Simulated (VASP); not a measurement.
# Al (P6_3/mmc) in VASP: settings compared, part 2 of 2

VASP 6.6.1.

### Step 3. Relaxation of cell and atoms, B3LYP

Contents of POSCAR:

```
Al
1.0
    2.8124553515      0.0000000000      0.0000000000
   -1.4062276757      2.4356577814      0.0000000000
    0.0000000000      0.0000000000      4.8668500000
Al
2
Direct
    0.3333333333      0.6666666667      0.2500000000
    0.6666666667      0.3333333333      0.7500000000
```

Contents of INCAR.step1:

```
SYSTEM = Al
PREC = Accurate
ENCUT = 600
EDIFF = 1E-5
ISMEAR = -1
SIGMA = 0.05
LREAL = .FALSE.
LASPH = .TRUE.
NELM = 60
ALGO = Normal
LWAVE = .TRUE.
LCHARG = .FALSE.
GGA = PE
NBANDS = 10
```

Contents of INCAR.step2:

```
SYSTEM = Al
PREC = Accurate
ENCUT = 600
EDIFF = 1E-6
ISMEAR = -1
SIGMA = 0.05
LREAL = .FALSE.
LASPH = .TRUE.
NELM = 60
ALGO = Normal
ISIF = 3
LWAVE = .FALSE.
LCHARG = .FALSE.
GGA = B3
LHFCALC = .TRUE.
AEXX = 0.2
AGGAX = 0.72
AGGAC = 0.81
ALDAC = 0.19
PRECFOCK = Normal
IBRION = 2
NSW = 60
EDIFFG = -0.01
ISTART = 1
```

Contents of KPOINTS:

```
regular mesh
0
G
  6 6 3
  0 0 0
```

Potentials or basis: VASP PAW PBE potentials, release 64 (Al).

Command:

```bash
$ cat potpaw_PBE.64/Al/POTCAR > POTCAR
$ cp INCAR.step1 INCAR
$ mpirun -np 1 vasp_std > vasp.out
$ cp INCAR.step2 INCAR
$ mpirun -np 1 vasp_std > vasp.out
```

OUTCAR:

```text
SYSTEM = Al
   PREC = Accurate
   ENCUT = 600
   EDIFF = 1E-6
   ISMEAR = -1
   LREAL = .FALSE.
   LASPH = .TRUE.
   NELM = 60
   ISIF = 3
   GGA = B3
   LHFCALC = .TRUE.
   AEXX = 0.2
   PRECFOCK = Normal
   IBRION = 2
   NSW = 60
   EDIFFG = -0.01
   ISTART = 1

 ion  position               nearest neighbor table
   1  0.333  0.667  0.250-   2 2.93   2 2.93   2 2.93   2 2.93   2 2.93   2 2.93
   2  0.667  0.333  0.750-   1 2.93   1 2.93   1 2.93   1 2.93   1 2.93   1 2.93

  LATTYP: Found a hexagonal cell.
 ALAT       =     2.8124553515
 C/A-ratio  =     1.7304630267

  Lattice vectors:

 A1 = (   2.8124553515,   0.0000000000,   0.0000000000)
 A2 = (  -1.4062276757,   2.4356577814,   0.0000000000)
 A3 = (   0.0000000000,   0.0000000000,   4.8668500000)

Analysis of symmetry for initial positions (statically):
=====================================================================
 Subroutine PRICEL returns:
 Original cell was already a primitive cell.

 Routine SETGRP: Setting up the symmetry group for a
 hexagonal supercell.

 Subroutine GETGRP returns: Found 24 space group operations
 (whereof 12 operations were pure point group operations)
 out of a pool of 24 trial point group operations.

The static configuration has the point symmetry D_3d.
 The point group associated with its full space group is D_6h.

Analysis of symmetry for dynamics (positions and initial velocities):
=====================================================================
 Subroutine PRICEL returns:
 Original cell was already a primitive cell.

 Routine SETGRP: Setting up the symmetry group for a
 hexagonal supercell.

 Subroutine GETGRP returns: Found 24 space group operations
 (whereof 12 operations were pure point group operations)
 out of a pool of 24 trial point group operations.
[... 104 lines left out ...]
   EMIN   =  10.00;   EMAX   =-10.00  energy-range for DOS
   EFERMI =   0.00;   METHOD = LEGACY
   ISMEAR =    -1;   SIGMA  =   0.05  broadening in eV -4-tet -1-fermi 0-gaus
   EFERMI_NEDOS =   21; number of points for ismear=-14 and -15
   IALGO  =     38    algorithm
   IMIX   =      1    mixing-type and parameters
     AMIX     =   0.40;   BMIX     =  1.00
     AMIX_MAG =   1.60;   BMIX_MAG =  1.00
  volume/ion in A,a.u.               =      16.67       112.49
  Fermi-wavevector in a.u.,A,eV,Ry     =   0.924291  1.746656 11.623640  0.854313
  Thomas-Fermi vector in A             =   2.050021
   LORBIT       =      0    0 simple, 1 ext, 2 COOP (PROOUT), +10 PAW based schemes
   GGA     = B3    functional components
   LHFCALC =     T    Hartree Fock is set to
   PRECFOCK=normal    Normal, Fast or Accurate (Low or Medium for compatibility)
   ENCUT4O =  -1.0   cutoff for four orbital integrals eV
   NKREDX  =     1    reduce k-point grid by
   NKREDY  =     1    reduce k-point grid by
   NKREDZ  =     1    reduce k-point grid by
   AEXX    =    0.2000 exact exchange contribution
   HFSCREEN=    0.0000 screening length (either q_TF or 0.3 A-1)
   HFSCREENC=   0.0000 screening length for correlation (either q_TF or 0.3 A-1)
   ENCUTFOCK=  -1.0 apply spherical cutoff to Coloumb kernel
   IVDW    =     0    specifies the selected vdW correction
   LEPSILON=     F    determine dielectric tensor
   LRPA    =     F    only Hartree local field effects (RPA)
 conjugate gradient relaxation of ions
 non-spin polarized calculation
  energy-cutoff  :      600.00
  volume of cell :       33.34
 maximum number of plane-waves:      1135
 NGX is ok and might be reduce to    24
  NGX = 18; NGY = 18; NGZ = 30

--------------------------------------- Ionic step        1  -------------------------------------------

 number of electron       6.0000000 magnetization

 Free energy of the ion-electron system (eV)
  ---------------------------------------------------
  ext. energy  EPLUGINS =         0.00000000
  ---------------------------------------------------
  free energy    TOTEN  =        -6.47860298 eV

  energy without entropy =       -6.46905912  energy(sigma->0) =       -6.47383105

------------------------ aborting loop because EDIFF is reached ----------------------------------------

  FORCE on cell =-STRESS in cart. coord.  units (eV):
  Direction    XX          YY          ZZ          XY          YZ          ZX
  --------------------------------------------------------------------------------------
  -------------------------------------------------------------------------------------
  Total        1.3785723      1.3785723     -0.3185981      0.0000000     -0.0000000      0.0000000
  in kB       66.2506690     66.2506690    -15.3110122      0.0000000     -0.0000000      0.0000000
  external PRESSURE =      39.0634419 kB  Pullay stress =       0.0000000 kB
[... 203 lines left out ...]
--------------------------------------- Ionic step        7  -------------------------------------------

 number of electron       6.0000000 magnetization

 Free energy of the ion-electron system (eV)
  ---------------------------------------------------
  ext. energy  EPLUGINS =         0.00000000
  ---------------------------------------------------
  free energy    TOTEN  =        -6.52138338 eV

  energy without entropy =       -6.51372818  energy(sigma->0) =       -6.51755578

 E-fermi :   7.7589     XC(G=0):  -7.9704

 val. band max:        7.3312963098   @ k =   0.3333   0.1667   0.0000
 cond. band min:       7.7758417319   @ k =   0.3333   0.0000   0.3333
 fundamental gap:      0.4445454221
 Fermi energy:         7.7588991838

 k-point     1 :       0.0000    0.0000    0.0000
  band No.  band energies     occupation
      1      -4.6201      2.00000
      2       2.4013      2.00000
      3       2.5610      2.00000
      4      18.9108      0.00000
      5      18.9108      0.00000
      6      19.5660      0.00000
      7      20.5108      0.00000
[... 157 lines left out ...]
  FREE ENERGIE OF THE ION-ELECTRON SYSTEM (eV)
  ---------------------------------------------------
  free  energy   TOTEN  =        -6.5213833766 eV

  energy  without entropy=       -6.5137281783  energy(sigma->0) =       -6.51755578

 reached required accuracy - stopping structural energy minimisation
```

OUTCAR.step1:

```text
SYSTEM = Al
   PREC = Accurate
   ENCUT = 600
   EDIFF = 1E-5
   ISMEAR = -1
   LREAL = .FALSE.
[... 393 lines left out ...]
     -0.00000      1.62377      1.21671         0.000000      0.000000      0.000000
      1.40623      0.81189      3.65014        -0.000000     -0.000000      0.000000
 -----------------------------------------------------------------------------------
    total drift:                                0.000000     -0.000000      0.000000

  FREE ENERGIE OF THE ION-ELECTRON SYSTEM (eV)
  ---------------------------------------------------
  free  energy   TOTEN  =        -7.2974522847 eV

  energy  without entropy=       -7.2857469471  energy(sigma->0) =       -7.29159962
```

Wall time 6.2 min (1 thread of Intel Xeon 6975P-C (Granite Rapids), shared host); peak memory 0.16 GiB.

Results:

```
Free energy                           : -6.5214 eV
Relaxed volume                        : 17.45 Å³/atom
Relaxed cell                          : a = 2.901 Å, b = 2.901 Å, c = 4.788 Å, α = 90.00°, β = 90.00°, γ = 120.00°
Space group after relaxing (to 0.1 Å) : P6_3/mmc (No. 194)
Energy gained by relaxing             : 21.4 meV/atom
Ionic steps                           : 7
Pressure after relaxing               : 0.0 GPa
Band gap on the k mesh                : zero (bands 3 and 4 overlap by 4.99 eV)
```

The path:
```tsv
step	energy change (eV)	largest force (eV/Å)	pressure (GPa)	volume (Å³)
1	0.0000	0.0000	3.91	33.34
2	-0.0412	0.0000	-0.61	35.32
3	-0.0411	0.0000	-0.79	35.42
4	-0.0412	0.0000	-0.70	35.36
5	-0.0425	0.0000	-0.25	35.04
6	-0.0426	0.0000	-0.32	35.10
7	-0.0428	0.0000	0.03	34.90
```

Final structure:
```
CELL_PARAMETERS angstrom
2.90117 0.00000 0.00000
-1.45058 2.51249 0.00000
0.00000 0.00000 4.78842
ATOMIC_POSITIONS crystal
Al 0.33333 0.66667 0.25000
Al 0.66667 0.33333 0.75000
```

Levels at points of the mesh, in eV from the Fermi level:
```tsv
k point	band 1	band 2	band 3	band 4	band 5	band 6	band 7
(0.00, 0.00, 0.00)	-12.38	-5.36	-5.20	11.15	11.15	11.81	12.75
(0.50, 0.00, 0.00)	-6.18	-5.81	0.82	1.15	1.78	2.04	6.16
```

Caveat: the k points lie up to 0.44 Å⁻¹ apart in the final cell, too coarse for converged energies and pressures of a metal; the PAW data sets were made with another functional, which shifts forces and pressure a little.

### Step 4. Relaxation of cell and atoms, HSE06

POSCAR is that of step 3.

Contents of INCAR.step1:

```
SYSTEM = Al
ALGO = Normal
EDIFF = 1E-5
ENCUT = 600
GGA = PE
ISMEAR = -1
LASPH = .True.
LCHARG = .False.
LREAL = .False.
LWAVE = .True.
NBANDS = 10
NELM = 80
PREC = Accurate
SIGMA = 0.05
```

Contents of INCAR.step2:

```
SYSTEM = Al
ALGO = Normal
EDIFF = 1E-6
EDIFFG = -0.01
ENCUT = 600
GGA = PE
HFSCREEN = 0.2079
IBRION = 2
ISIF = 3
ISMEAR = -1
ISTART = 1
LASPH = .True.
LCHARG = .False.
LHFCALC = .True.
LREAL = .False.
LWAVE = .False.
NELM = 80
NSW = 60
PREC = Accurate
PRECFOCK = Normal
SIGMA = 0.05
```

Contents of KPOINTS:

```
k-points
0
Gamma
  6 6 3
  0 0 0
```

Command:

```bash
$ cat potpaw_PBE.64/Al/POTCAR > POTCAR
$ cp INCAR.step1 INCAR
$ mpirun -np 1 vasp_std > vasp.out
$ cp INCAR.step2 INCAR
$ mpirun -np 1 vasp_std > vasp.out
```

Run time: 11 min. Hardware: 1 thread of Intel Xeon 6975P-C (Granite Rapids), shared host; peak memory 0.26 GiB.

Results (log left out):

```
Free energy                           : -8.0752 eV
Relaxed volume                        : 16.67 Å³/atom
Relaxed cell                          : a = 2.913 Å, b = 2.913 Å, c = 4.536 Å, α = 90.00°, β = 90.00°, γ = 120.00°
Space group after relaxing (to 0.1 Å) : P6_3/mmc (No. 194)
Energy gained by relaxing             : 47.8 meV/atom
Ionic steps                           : 11
Pressure after relaxing               : 0.0 GPa
Band gap on the k mesh                : zero (bands 3 and 4 overlap by 4.99 eV)
```

Stress tensor (GPa, compression positive):
```
-0.05  0.00  0.00
 0.00 -0.05  0.00
 0.00  0.00  0.09
```

The path:
```tsv
step	energy change (eV)	largest force (eV/Å)	pressure (GPa)	volume (Å³)
1	0.0000	0.0000	1.30	33.34
2	-0.0368	0.0000	-1.08	33.97
3	-0.0708	0.0000	-2.59	34.37
4	-0.0483	0.0000	-3.05	35.10
5	-0.0827	0.0000	-2.96	34.64
6	-0.0622	0.0000	1.33	33.07
7	-0.0894	0.0000	-1.70	34.12
8	-0.0951	0.0000	0.48	33.12
9	-0.0956	0.0000	-0.04	33.34
10	-0.0956	0.0000	-0.07	33.36
11	-0.0956	0.0000	0.00	33.33
```

Final structure:
```yaml
crystal:
  lattice:
    - [2.91300, 0.00000, 0.00000]
    - [-1.45650, 2.52273, 0.00000]
    - [0.00000, 0.00000, 4.53583]
  atoms:
    - { symbol: Al, position: [0.33333, 0.66667, 0.25000] }
    - { symbol: Al, position: [0.66667, 0.33333, 0.75000] }
```

Levels at points of the mesh, in eV from the Fermi level:
```tsv
k point	band 1	band 2	band 3	band 4	band 5	band 6	band 7
(0.00, 0.00, 0.00)	-12.69	-4.98	-4.33	10.58	10.58	11.20	11.20
(0.50, 0.00, 0.00)	-6.40	-6.06	0.64	1.75	1.77	2.32	5.55
```

Caveat: the k points lie up to 0.46 Å⁻¹ apart in the final cell, too coarse for converged energies and pressures of a metal; the PAW data sets were made with another functional, which shifts forces and pressure a little.

### Step 5. The runs side by side

| level | share of exact exchange | screening parameter | gap on the mesh (eV) | pressure (GPa) | relaxed volume (Å³/atom) |
| --- | --- | --- | --- | --- | --- |
| PBEsol-based global hybrid with 25 % exact exchange | 0.25 | - | none | 0.0 | 16.49 |
| B3LYP | 0.2 | - | none | 0.0 | 17.45 |
| HSE06 | 0.25 | 0.2079 1/Å | none | 0.0 | 16.67 |

Alike in all rows: task relaxation of cell and atoms; potentials or basis VASP PAW PBE potentials, release 64 (Al); no spin polarisation; cell relaxed; k mesh 6 × 6 × 3; cutoff (eV) 600; smearing fermi-dirac 0.05 eV.

Caveats: all runs use coarse meshes; the PAW data sets were made with another functional, which shifts forces and pressure a little.

Absolute energies hang on the potentials; compare differences alone.
